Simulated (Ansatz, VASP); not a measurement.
**GeSbTe3: VASP beside Ansatz**

Contents of INCAR:

```
ALGO     = Normal         # electronic algorithm
EDIFF    = 1E-7           # SCF threshold, eV
EDIFFG   = -0.01          # ionic threshold
ENCUT    = 600            # plane-wave cutoff, eV
GGA      = PE             # functional
IBRION   = 2              # ionic algorithm
ISIF     = 3              # what is computed and relaxed
ISMEAR   = 0              # smearing method
LASPH    = T              # aspherical terms in the spheres
LCHARG   = F              # write CHGCAR
LREAL    = F              # projectors in reciprocal space
LWAVE    = F              # write WAVECAR
NELM     = 100            # most SCF steps
NSW      = 100            # ionic steps
PREC     = Accurate       # precision mode
SIGMA    = 0.1            # smearing width, eV
```

Contents of KPOINTS:

```
k-points
0
Gamma
  10 10 4
```

The input POSCAR:

```
GeSbTe3
1.0
    4.3075489494      0.0000000000      0.0000000000
    0.0000000000      4.3075489494      0.0000000000
    0.0000000000      0.0000000000      9.2551441532
Ge Sb Te
1 1 3
Direct
    0.5000000000      0.5000000000      0.7561227454
    0.0000000000      0.0000000000      0.9703247836
    0.5000000000      0.5000000000      0.0605211797
    0.0000000000      0.5000000000      0.4904656457
    0.5000000000      0.0000000000      0.4904656457
```

Input for Ansatz:

```yaml
crystal:
  lattice:
    - [4.3075489494, 0.0, 0.0]
    - [0.0, 4.3075489494, 0.0]
    - [0.0, 0.0, 9.2551441532]
  atoms:
    - { symbol: Ge, position: [0.5, 0.5, 0.7561227454] }
    - { symbol: Sb, position: [0.0, 0.0, 0.9703247836] }
    - { symbol: Te, position: [0.5, 0.5, 0.0605211797] }
    - { symbol: Te, position: [0.0, 0.5, 0.4904656457] }
    - { symbol: Te, position: [0.5, 0.0, 0.4904656457] }
basis:
  ecutwfc: 420
kpoints:
  mp_grid: { grid: [10, 10, 4] }
hamiltonian:
  xc: pbe
scf:
  occupations: { method: gaussian, width: 0.1 }
output:
  forces: true
  stress: true
  eigenvalues: true
  write_density: true
  write_potential: true
  elf: true
  volumetric_format: npy
relax:
  adjacent_minimum: "off"
  f_tol: 0.01
  max_steps: 80
  cell: { stress_tol: 0.05 }
```

Change from the starting cell: species swapped into the NdBPt3 type (P4mm, No. 99).

Alike in both runs: task relaxation of cell and atoms; functional PBE; k mesh 10 × 10 × 4; occupations gaussian, width 0.1 eV; no spin polarisation.

|  | VASP | Ansatz |
| --- | --- | --- |
| version | VASP 6.6.1 | Ansatz 0.2.0 |
| potentials or method | VASP PAW PBE potentials, release 64 (Ge_d, Sb, Te), cutoff 600 eV | scalar-relativistic, plane waves, PAW |
| valence electrons in the cell | 37 | 77 |

Ansatz gave:

```
gap on the k mesh at the Fermi level, each at its own relaxed structure (eV)  : none
relaxed volume (Å³/atom)                                                      : 33.49
relaxed length of the cell vector where the two differ most in proportion (Å) : 9.059
```

Problem. Which values does VASP return?

Solution. gap on the k mesh at the Fermi level, each at its own relaxed structure (eV): none; relaxed volume (Å³/atom): 33.64; relaxed length of the cell vector where the two differ most in proportion (Å): 9.109.

A gap of «none» marks a metal or a gap that the smearing closes. VASP's potentials hold 37 valence electrons a cell and Ansatz's 77, so a difference there can come from the potentials and not from the codes.

Spin-orbit coupling is off throughout.
